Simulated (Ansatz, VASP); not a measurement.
One calculation of NaH, two programs

INCAR

```
ALGO = Normal
EDIFF = 1E-6
ENCUT = 500
GGA = PE
GGA_COMPAT = F
ISIF = 2
ISMEAR = 0
LASPH = T
LCHARG = T
LELF = T
LREAL = F
LVHAR = T
LWAVE = F
NBANDS = 11
NELM = 120
PREC = Accurate
SIGMA = 0.05
```

KPOINTS

```
k-points
0
Gamma
  12 12 12
```

POSCAR

```
NaH
1.0
    0.0000000000      2.4400000000      2.4400000000
    2.4400000000      0.0000000000      2.4400000000
    2.4400000000      2.4400000000      0.0000000000
Na H
1 1
Direct
    0.0000000000      0.0000000000      0.0000000000
    0.5000000000      0.5000000000      0.5000000000
```

Input for Ansatz:

```yaml
crystal:
  lattice:
    - [0.0, 2.44, 2.44]
    - [2.44, 0.0, 2.44]
    - [2.44, 2.44, 0.0]
  atoms:
    - { symbol: Na, position: [0.0, 0.0, 0.0] }
    - { symbol: H, position: [0.5, 0.5, 0.5] }
basis:
  ecutwfc: 420
  fft_grid_basis: typed
kpoints:
  mp_grid: { grid: [12, 12, 12] }
hamiltonian:
  xc: pbe
scf:
  occupations: { method: gaussian, width: 0.05 }
output:
  forces: true
  stress: true
  eigenvalues: true
  bader: true
  write_density: true
  volumetric_format: npy
  elf: true
```

Alike in both runs: task single point; functional PBE; k mesh 12 × 12 × 12; occupations gaussian, width 0.05 eV; no spin polarisation.

|  | VASP | Ansatz |
| --- | --- | --- |
| version | VASP 6.6.1 | Ansatz 0.2.0 |
| potentials or method | VASP PAW PBE potentials, release 64 (Na_pv, H), cutoff 500 eV | scalar-relativistic, plane waves, PAW |
| valence electrons in the cell | 8 | 10 |

```tsv
	VASP	Ansatz	Ansatz less VASP
gap on the k mesh at the Fermi level (eV)	3.71	3.71	+0.002
pressure (GPa)	-0.7	-0.7	+0.07
```

VASP's potentials hold 8 valence electrons a cell and Ansatz's 10, so a difference there can come from the potentials and not from the codes.
